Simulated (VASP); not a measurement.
# As: relaxation of cell and atoms with PBE

Crystal: As.

```
As
1.0
     2.90863    0.00000    0.00000
    -1.45431    2.51895    0.00000
     0.00000    0.00000    2.70543
As
1
Direct
  0.00000 0.00000 0.00000
```

```json
{"Program": "VASP 6.6.1", "Task": "relaxation of cell and atoms", "Functional": "PBE", "Potentials or basis": "VASP PAW PBE potentials, release 64 (As)", "Cutoff": "600 eV", "k mesh": "24 × 24 × 20", "Occupations": "gaussian, width 0.1 eV", "Spin": "no spin polarisation", "Dipole correction": "no", "Further INCAR settings": "ALGO = Normal; EDIFF = 1e-07; IBRION = 2; EDIFFG = -0.01; NSW = 100; ISIF = 3"}
```

```
Relaxed volume                         : 20.10 Å³/atom
Relaxed cell                           : a = 2.906 Å, b = 2.906 Å, c = 2.747 Å, α = 90.00°, β = 90.00°, γ = 120.00°
Space group after relaxing (to 0.05 Å) : P6/mmm (No. 191)
Energy gained by relaxing              : 2.9 meV/atom
Ionic steps                            : 5
Pressure after relaxing                : 0.0 GPa
```

Stress tensor (GPa, compression positive):
```
 0.05  0.00  0.00
 0.00  0.05  0.00
 0.00  0.00 -0.04
```

Step by step:
| step | energy change (eV) | largest force (eV/Å) | pressure (GPa) | volume (Å³) |
| --- | --- | --- | --- | --- |
| 1 | 0.0000 | 0.0000 | 1.11 | 19.82 |
| 2 | -0.0027 | 0.0000 | -0.42 | 20.22 |
| 3 | -0.0029 | 0.0000 | -0.11 | 20.13 |
| 4 | -0.0029 | 0.0000 | -0.14 | 20.14 |
| 5 | -0.0029 | 0.0000 | 0.02 | 20.10 |

Final structure:
```
As
1.0
     2.90636    0.00000    0.00000
    -1.45318    2.51698    0.00000
     0.00000    0.00000    2.74737
As
1
Direct
  0.00000 0.00000 0.00000
```

Levels at points of the mesh, in eV from the Fermi level:
```csv
k point,band 1,band 2,band 3,band 4,band 5,band 6
"(0.00, 0.00, 0.00)",-14.81,3.76,5.04,5.04,8.33,11.70
"(0.50, 0.00, 0.00)",-10.88,-6.53,1.78,6.57,6.67,13.32
"(0.00, 0.00, 0.50)",-11.88,-6.79,7.04,7.04,14.93,14.94
"(0.50, 0.00, 0.50)",-7.78,-4.04,-3.47,2.89,3.92,9.98
```

Wall time 98 s on 1 thread of Intel Xeon 6975P-C, on a shared host, peak memory 0.24 GiB.
